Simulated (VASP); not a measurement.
Ba3TiO5, 18 atoms in the cell. The structure is tetragonal, space group I4/mcm (No. 140). Conventional cell: a = 7.223 Å, b = 7.223 Å, c = 11.812 Å, α = 90.00°, β = 90.00°, γ = 90.00°. Within 4.0 Å of Ba (site symmetry 422) lie 10 O at 2.95 to 3.00 Å and 4 Ti at 3.61 Å and 8 Ba at 3.97 Å. Ba (site symmetry m2m) has 8 O at 2.61 to 2.97 Å and 2 Ti at 3.47 Å within 3.5 Å. Within 2.4 Å of Ti (site symmetry -42m) lie 4 O at 1.81 Å. O (site symmetry m) has 1 Ti at 1.81 Å within 2.4 Å. O (site symmetry 4/m) has 6 Ba at 2.65 to 2.95 Å and 8 O at 3.35 Å within 3.5 Å. 

| Property | Result |
| --- | --- |
| Program | VASP 6.6.1 |
| Task | single point |
| Functional | PBEsol |
| Potentials or basis | VASP PAW PBE potentials, release 64 (Ba_sv, Ti_sv, O) |
| Cutoff | 520 eV |
| k mesh | 6 × 6 × 6 |
| Occupations | gaussian, width 0.02 eV |
| Spin | no spin polarisation |
| Dipole correction | no |
| Further INCAR settings | LREAL = Auto; ALGO = Normal; EDIFF = 1e-06; NBANDS = 87 |

Potentials or basis: VASP PAW PBE potentials, release 64 (Ba_sv, Ti_sv, O).

Run with:

```sh
$ cat potpaw_PBE.64/Ba_sv/POTCAR potpaw_PBE.64/Ti_sv/POTCAR potpaw_PBE.64/O/POTCAR > POTCAR
$ mpirun -np 1 vasp_std > vasp.out
```

Hardware: 1 thread of Oxide Virtual Turin-like Processor, on a shared host.

Task: How long does it take, and how much memory?

Result: Wall time 58 min on 1 thread of Oxide Virtual Turin-like Processor (shared host), peak memory 0.77 GiB. Counts: scf iterations 18, k points 30.
